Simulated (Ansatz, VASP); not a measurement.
Si in VASP and in Ansatz

```
Si
1.0
     0.00000    2.73549    2.73549
     2.73549    0.00000    2.73549
     2.73549    2.73549    0.00000
Si
2
Cartesian
  2.7355 2.7355 2.7355
  4.1032 4.1032 4.1032
```

Alike in both runs: task single point; functional PBE; k mesh 10 × 10 × 10; occupations gaussian, width 0.6 eV; no spin polarisation.

|  | VASP | Ansatz |
| --- | --- | --- |
| version | VASP 6.6.1 | Ansatz 0.2.0 |
| potentials or method | VASP PAW PBE potentials, release 64 (Si), cutoff 500 eV | plane waves (420 eV) with PAW, scalar-relativistic |
| valence electrons in the cell | 8 | 8 |

Ansatz gave:

| Property | Result |
| --- | --- |
| pressure (GPa) | -0.1 |

Q: Estimate VASP's values.

A: Pressure (GPa): -0.2.
